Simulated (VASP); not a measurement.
Input of a VASP 6.6.1 run:

File INCAR:

```
SYSTEM = GaSb
PREC = Accurate
ENCUT = 520
EDIFF = 1E-6
ISMEAR = 0
SIGMA = 0.15
LREAL = .FALSE.
LASPH = .TRUE.
NELM = 80
ALGO = Normal
ISIF = 2
LWAVE = .FALSE.
LCHARG = .FALSE.
NBANDS = 16
```

File KPOINTS:

```
regular mesh
0
G
  18 18 18
  0 0 0
```

The input POSCAR:

```
GaSb
1.0
   -1.5480570542      2.5279859324      2.8292495403
    1.5480570542     -2.5279859324      2.8292495403
    1.5480570542      2.5279859324     -2.8292495403
Ga Sb
1 1
Direct
    0.0000000000      0.0000000000      0.0000000000
    0.5000000000      0.5000000000      0.0000000000
```

Potentials or basis: VASP PAW LDA potentials, release 64 (Ga_d, Sb).

Run with:

```bash
$ cat potpaw_LDA.64/Ga_d/POTCAR potpaw_LDA.64/Sb/POTCAR > POTCAR
$ mpirun -np 1 vasp_std > vasp.out
```

(1) Estimate the pressure.

(2) Estimate the band gap on the k mesh.

Results:

(1) 0.1 GPa.

(2) zero (bands 9 and 10 overlap by 5.82 eV).

Caveat: spin-orbit coupling is left out, which moves the levels of the heavy elements.
